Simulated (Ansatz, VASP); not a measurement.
## In: VASP beside Ansatz

```
CELL_PARAMETERS angstrom
-1.98732 1.98732 1.68922
1.98732 -1.98732 1.68922
1.98732 1.98732 -1.68922
ATOMIC_POSITIONS crystal
In 0.00000 0.00000 0.00000
```

Alike in both runs: task single point; functional PBEsol; k mesh 20 × 20 × 20; occupations gaussian, width 0.15 eV; no spin polarisation.

|  | VASP | Ansatz |
| --- | --- | --- |
| version | VASP 6.6.1 | Ansatz 0.2.0 |
| potentials or method | VASP PAW PBE potentials, release 64 (In_d), cutoff 520 eV | scalar-relativistic, plane waves, PAW |
| valence electrons in the cell | 13 | 13 |

Ansatz gave:

* gap on the k mesh at the Fermi level (eV): none
* pressure (GPa): -1.4
* traceless stress, the component that is largest in VASP (GPa): 0.22

Estimate VASP's values.

gap on the k mesh at the Fermi level (eV): none; pressure (GPa): -1.3; traceless stress, the component that is largest in VASP (GPa): 0.22.

VASP's potentials were made for PBE, not for PBEsol. A gap of «none» marks a metal or a gap that the smearing closes. With one functional, cell and mesh, what is left measures potentials, basis and numerics.
